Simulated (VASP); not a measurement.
Set up this calculation in VASP 6.6.1, as the native input.

| Quantity | Value |
| --- | --- |
| Task | single point |
| Functional | LDA |
| Potentials or basis | VASP PAW LDA potentials, release 64 (Hf_pv) |
| Cutoff | 520 eV |
| k mesh | 17 × 17 × 17 |
| Occupations | fermi-dirac, width 0.08 eV |
| Spin | no spin polarisation |
| Dipole correction | no |
| Further INCAR settings | ALGO = Normal; EDIFF = 1e-07; NBANDS = 11 |

The structure of Hf lies in POSCAR:

```
Hf
1.0
   -1.6625750287      1.6625750287      1.6625750287
    1.6625750287     -1.6625750287      1.6625750287
    1.6625750287      1.6625750287     -1.6625750287
Hf
1
Direct
    0.0000000000      0.0000000000      0.0000000000
```

This isn't the form of Hf at room conditions, which is hcp.

One way to write it, as run:

INCAR

```
SYSTEM = Hf
  PREC = Accurate
  ENCUT = 520
  EDIFF = 1E-7
  ISMEAR = -1
  SIGMA = 0.08
  LREAL = .False.
  LASPH = .True.
  NELM = 100
  ALGO = Normal
  ISIF = 2
  LWAVE = .False.
  LCHARG = .False.
  NBANDS = 11
```

KPOINTS

```
regular mesh
0
Gamma
  17 17 17
  0 0 0
```

Potentials or basis: VASP PAW LDA potentials, release 64 (Hf_pv).

The run is started by

```bash
$ cat potpaw_LDA.64/Hf_pv/POTCAR > POTCAR
$ mpirun -np 1 vasp_std > vasp.out
```

Results of the run:

```yaml
Pressure: 14.3 GPa
Band_gap_on_the_k_mesh: zero (bands 5 and 6 overlap by 2.50 eV)
```

Caveat: the cell stands under pressure; spin-orbit coupling is left out, which moves the levels of the heavy elements.

It took 24 s on 1 thread of Intel Xeon 8259CL (shared host), peak memory 0.16 GiB.
